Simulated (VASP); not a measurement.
# MnO2 (P4_2/mnm) in VASP: single point with PBE+U

Aim: the single point of MnO2 with PBE+U.

Program: VASP 6.6.1. These are calculated values, not measurements. Logs are shortened: lines on timing, memory, paths and dates and some standing lists are left out, and cuts for length are marked.

## 1. The cell of the first run

It takes space group P4_2/mnm (No. 136, tetragonal). Conventional cell: a = 4.398 Å, b = 4.398 Å, c = 2.873 Å, α = 90.00°, β = 90.00°, γ = 90.00°. Within 2.5 Å of Mn (site symmetry mmm) lie 6 O at 1.88 to 1.90 Å. O (site symmetry m2m) has 3 Mn at 1.88 to 1.90 Å and 1 O at 2.42 Å within 2.5 Å.

## 2. Single point, PBE+U

INCAR

```
SYSTEM = MnO2
PREC = Accurate
ENCUT = 520
EDIFF = 1E-6
ISMEAR = -1
SIGMA = 0.05
LREAL = .FALSE.
LASPH = .TRUE.
NELM = 150
ALGO = Normal
ISIF = 2
LWAVE = .FALSE.
LCHARG = .TRUE.
LMAXMIX = 4
LDAU = .TRUE.
LDAUTYPE = 2
LDAUL = 2 -1
LDAUU = 4 0
LDAUJ = 0 0
LDAUPRINT = 1
GGA = PE
LELF = .TRUE.
LVHAR = .TRUE.
NBANDS = 34
```

KPOINTS

```
regular mesh
0
G
  6 6 10
  0 0 0
```

POSCAR

```
MnO2
1.0
    4.3983000000      0.0000000000      0.0000000000
    0.0000000000      4.3983000000      0.0000000000
    0.0000000000      0.0000000000      2.8730000000
Mn O
2 4
Direct
    0.0000000000      0.0000000000      0.0000000000
    0.5000000000      0.5000000000      0.5000000000
    0.3051500000      0.3051500000      0.0000000000
    0.1948500000      0.8051500000      0.5000000000
    0.6948500000      0.6948500000      0.0000000000
    0.8051500000      0.1948500000      0.5000000000
```

Potentials or basis: VASP PAW PBE potentials, release 64 (Mn_pv, O).

Launch:

```console
cat potpaw_PBE.64/Mn_pv/POTCAR potpaw_PBE.64/O/POTCAR > POTCAR
mpirun -np 1 vasp_std > vasp.out
```

OUTCAR:

```text
SYSTEM = MnO2
   PREC = Accurate
   ENCUT = 520
   EDIFF = 1E-6
   ISMEAR = -1
   LREAL = .FALSE.
   LASPH = .TRUE.
   NELM = 150
   ISIF = 2
   GGA = PE

 ion  position               nearest neighbor table
   1  0.000  0.000  0.000-   4 1.88   6 1.88   4 1.88   6 1.88   5 1.90   3 1.90
   2  0.500  0.500  0.500-   3 1.88   5 1.88   3 1.88   5 1.88   4 1.90   6 1.90
   3  0.305  0.305  0.000-   2 1.88   2 1.88   1 1.90
   4  0.195  0.805  0.500-   1 1.88   1 1.88   2 1.90
   5  0.695  0.695  0.000-   2 1.88   2 1.88   1 1.90
   6  0.805  0.195  0.500-   1 1.88   1 1.88   2 1.90

  LATTYP: Found a simple tetragonal cell.
 ALAT       =     4.3983000000
 C/A-ratio  =     0.6532069209

  Lattice vectors:

 A1 = (   4.3983000000,   0.0000000000,   0.0000000000)
 A2 = (   0.0000000000,   4.3983000000,   0.0000000000)
 A3 = (   0.0000000000,   0.0000000000,   2.8730000000)

Analysis of symmetry for initial positions (statically):
=====================================================================
 Subroutine PRICEL returns:
 Original cell was already a primitive cell.

 Routine SETGRP: Setting up the symmetry group for a
 simple tetragonal supercell.

 Subroutine GETGRP returns: Found 16 space group operations
 (whereof  8 operations were pure point group operations)
 out of a pool of 16 trial point group operations.

The static configuration has the point symmetry D_2h.
 The point group associated with its full space group is D_4h.

Analysis of symmetry for dynamics (positions and initial velocities):
=====================================================================
 Subroutine PRICEL returns:
 Original cell was already a primitive cell.

 Routine SETGRP: Setting up the symmetry group for a
 simple tetragonal supercell.

 Subroutine GETGRP returns: Found 16 space group operations
 (whereof  8 operations were pure point group operations)
 out of a pool of 16 trial point group operations.

The dynamic configuration has the point symmetry D_2h.
 The point group associated with its full space group is D_4h.

[... 192 lines left out ...]

spin component  2

  0.5701  0.0000 -0.2404  0.0000 -0.0000
  0.0000  0.4121  0.0000 -0.0771  0.0000
 -0.2404  0.0000  0.7587  0.0000  0.0000
  0.0000 -0.0771  0.0000  0.4121  0.0000
 -0.0000  0.0000  0.0000  0.0000  0.3604

 occupancies and eigenvectors

  o =  0.3349  v =  0.0000  0.7071 -0.0000  0.7071  0.0000  0.0000  0.0000  0.0000  0.0000  0.0000      0.0000  0.0000  0.0000  0.0000  0.0000  0.0000  0.0000  0.0000  0.0000  0.0000
  o =  0.3349  v =  0.0000  0.0000  0.0000  0.0000  0.0000  0.0000  0.7071 -0.0000  0.7071  0.0000      0.0000  0.0000  0.0000  0.0000  0.0000  0.0000  0.0000  0.0000  0.0000  0.0000
  o =  0.3604  v =  0.0000  0.0000  0.0000  0.0000 -1.0000  0.0000  0.0000  0.0000  0.0000  0.0000      0.0000  0.0000  0.0000  0.0000  0.0000  0.0000  0.0000  0.0000  0.0000  0.0000
  o =  0.3604  v =  0.0000  0.0000  0.0000  0.0000  0.0000  0.0000  0.0000  0.0000  0.0000 -1.0000      0.0000  0.0000  0.0000  0.0000  0.0000  0.0000  0.0000  0.0000  0.0000  0.0000
  o =  0.4062  v =  0.0000  0.0000  0.0000  0.0000  0.0000 -0.8262  0.0000 -0.5634  0.0000 -0.0000      0.0000  0.0000  0.0000  0.0000  0.0000  0.0000  0.0000  0.0000  0.0000  0.0000
  o =  0.4062  v = -0.8262  0.0000 -0.5634  0.0000 -0.0000  0.0000  0.0000  0.0000  0.0000  0.0000      0.0000  0.0000  0.0000  0.0000  0.0000  0.0000  0.0000  0.0000  0.0000  0.0000
  o =  0.4892  v =  0.0000 -0.7071 -0.0000  0.7071  0.0000  0.0000  0.0000  0.0000  0.0000  0.0000      0.0000  0.0000  0.0000  0.0000  0.0000  0.0000  0.0000  0.0000  0.0000  0.0000
  o =  0.4892  v =  0.0000  0.0000  0.0000  0.0000  0.0000  0.0000 -0.7071 -0.0000  0.7071  0.0000      0.0000  0.0000  0.0000  0.0000  0.0000  0.0000  0.0000  0.0000  0.0000  0.0000
  o =  0.9226  v = -0.5634  0.0000  0.8262  0.0000  0.0000  0.0000  0.0000  0.0000  0.0000  0.0000      0.0000  0.0000  0.0000  0.0000  0.0000  0.0000  0.0000  0.0000  0.0000  0.0000
  o =  0.9226  v =  0.0000  0.0000  0.0000  0.0000  0.0000 -0.5634  0.0000  0.8262  0.0000  0.0000      0.0000  0.0000  0.0000  0.0000  0.0000  0.0000  0.0000  0.0000  0.0000  0.0000

 number of electron      49.9999971 magnetization

 Free energy of the ion-electron system (eV)
  ---------------------------------------------------
  ext. energy  EPLUGINS =         0.00000000
  ---------------------------------------------------
  free energy    TOTEN  =       -37.40888644 eV

  energy without entropy =      -37.36511097  energy(sigma->0) =      -37.38699870

 E-fermi :   5.0773     XC(G=0): -12.0393

 val. band max:        5.0755011196   @ k =   0.5000   0.0000   0.3000
 cond. band min:       5.0781613700   @ k =   0.0000   0.0000   0.0000
 fundamental gap:      0.0026602504
 Fermi energy:         5.0773373676

 k-point     1 :       0.0000    0.0000    0.0000
  band No.  band energies     occupation
      1     -44.2507      2.00000
      2     -44.2507      2.00000
      3     -43.1079      2.00000
      4     -43.1079      2.00000
      5     -43.0381      2.00000
      6     -43.0289      2.00000
[... 877 lines left out ...]
     33      16.4077      0.00000
     34      16.4077      0.00000

 [... further k-points ...]

------------------------ aborting loop because EDIFF is reached ----------------------------------------

  FORCE on cell =-STRESS in cart. coord.  units (eV):
  Direction    XX          YY          ZZ          XY          YZ          ZX
  --------------------------------------------------------------------------------------
  -------------------------------------------------------------------------------------
  Total       -1.5346975     -1.5346975      2.7451428      0.0000000      0.0000000      0.0000000
  in kB      -44.2413168    -44.2413168     79.1352913      0.0000000      0.0000000      0.0000000
  external PRESSURE =      -3.1157808 kB  Pullay stress =       0.0000000 kB

 VOLUME and BASIS-vectors are now :
 -----------------------------------------------------------------------------
  energy-cutoff  :      520.00
  volume of cell :       55.58
      direct lattice vectors                 reciprocal lattice vectors
     4.398300000  0.000000000  0.000000000     0.227360571  0.000000000  0.000000000
     0.000000000  4.398300000  0.000000000     0.000000000  0.227360571  0.000000000
     0.000000000  0.000000000  2.873000000     0.000000000  0.000000000  0.348068221

 POSITION                                       TOTAL-FORCE (eV/Angst)
 -----------------------------------------------------------------------------------
      0.00000      0.00000      0.00000         0.000000      0.000000      0.000000
      2.19915      2.19915      1.43650         0.000000      0.000000      0.000000
      1.34214      1.34214      0.00000        -0.549614     -0.549614     -0.000000
      0.85701      3.54129      1.43650         0.549614     -0.549614     -0.000000
      3.05616      3.05616      0.00000         0.549614      0.549614      0.000000
      3.54129      0.85701      1.43650        -0.549614      0.549614      0.000000
 -----------------------------------------------------------------------------------
    total drift:                                0.000000      0.000000      0.000000

  FREE ENERGIE OF THE ION-ELECTRON SYSTEM (eV)
  ---------------------------------------------------
  free  energy   TOTEN  =       -37.4088864406 eV

  energy  without entropy=      -37.3651109677  energy(sigma->0) =      -37.38699870
```

It took 3.2 min on 1 thread of Intel Xeon 6975P-C (Granite Rapids), shared host; peak memory 0.23 GiB.

Results:

| Quantity | Value |
| --- | --- |
| Free energy | -37.4089 eV |
| Pressure | -0.3 GPa |
| Largest force | 0.777 eV/Å |
| Band gap on the k mesh | zero (bands 25 and 26 overlap by 1.22 eV) |

Forces in eV/Å, atoms in the order of the input:
```
Mn   0.000  0.000  0.000
Mn   0.000  0.000  0.000
O   -0.550 -0.550  0.000
O    0.550 -0.550  0.000
O    0.550  0.550  0.000
O   -0.550  0.550  0.000
```

Levels at points of the mesh, in eV from the Fermi level:
```tsv
k point	band 22	band 23	band 24	band 25	band 26	band 27	band 28	band 29
(0.00, 0.00, 0.00)	-1.03	-1.03	-0.77	-0.46	-0.46	0.00	1.18	1.85
(0.50, 0.00, 0.00)	-1.54	-0.89	-0.89	0.13	0.13	1.08	1.08	3.32
(0.50, 0.50, 0.00)	-1.91	-1.56	-1.56	-0.44	-0.44	1.49	1.49	2.74
(0.00, 0.00, 0.50)	-2.56	-0.88	-0.88	0.65	0.65	1.14	1.14	2.46
(0.50, 0.00, 0.50)	-1.76	-0.91	-0.91	-0.56	-0.56	1.39	1.39	2.27
(0.50, 0.50, 0.50)	-1.55	-0.88	-0.88	0.38	0.38	0.53	0.53	3.02
```

Eigenvalues of the final occupation matrices:
| site | spin | trace | eigenvalues |
| --- | --- | --- | --- |
| site 1 d | 1 | 2.51 | 0.34 0.36 0.41 0.49 0.92 |
| site 1 d | 2 | 2.51 | 0.34 0.36 0.41 0.49 0.92 |
| site 2 d | 1 | 2.51 | 0.34 0.36 0.41 0.49 0.92 |
| site 2 d | 2 | 2.51 | 0.34 0.36 0.41 0.49 0.92 |

Caveat: the run has no spin polarisation, though such a crystal can be magnetic; U without spin polarisation on a metal has little footing. Spin polarisation is off, so any magnetic state and its effect on volume and gap are missing.
